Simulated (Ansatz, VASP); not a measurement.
**NbC2: VASP beside Ansatz**

```
Nb C
1.0
     3.45944    0.00000    0.00000
    -1.72972    2.99597    0.00000
     0.00000    0.00000    5.72952
Nb C
1 2
Direct
  0.33333 0.66667 0.00000
  0.66667 0.33333 0.86885
  0.66667 0.33333 0.13115
```

Change from the starting cell: species swapped into the WS2 type (P-6m2, No. 187).

Alike in both runs: task relaxation of cell and atoms; functional PBE; k mesh 18 × 18 × 8; occupations gaussian, width 0.1 eV; no spin polarisation.

|  | VASP | Ansatz |
| --- | --- | --- |
| version | VASP 6.6.1 | Ansatz 0.2.0 |
| potentials or method | VASP PAW PBE potentials, release 64 (Nb_sv, C), cutoff 600 eV | scalar-relativistic, plane waves, PAW |
| valence electrons in the cell | 21 | 21 |

Ansatz gave:

```
gap on the k mesh at the Fermi level, each at its own relaxed structure (eV) : none
relaxed volume (Å³/atom)                                                     : 20.06
relaxed cell length with the largest relative difference (Å)                 : 5.796
```

**Question.** Which values does VASP return?

**Answer.** gap on the k mesh at the Fermi level, each at its own relaxed structure (eV): none; relaxed volume (Å³/atom): 19.79; relaxed cell length with the largest relative difference (Å): 5.731.

A gap of «none» marks a metal or a gap that the smearing closes.
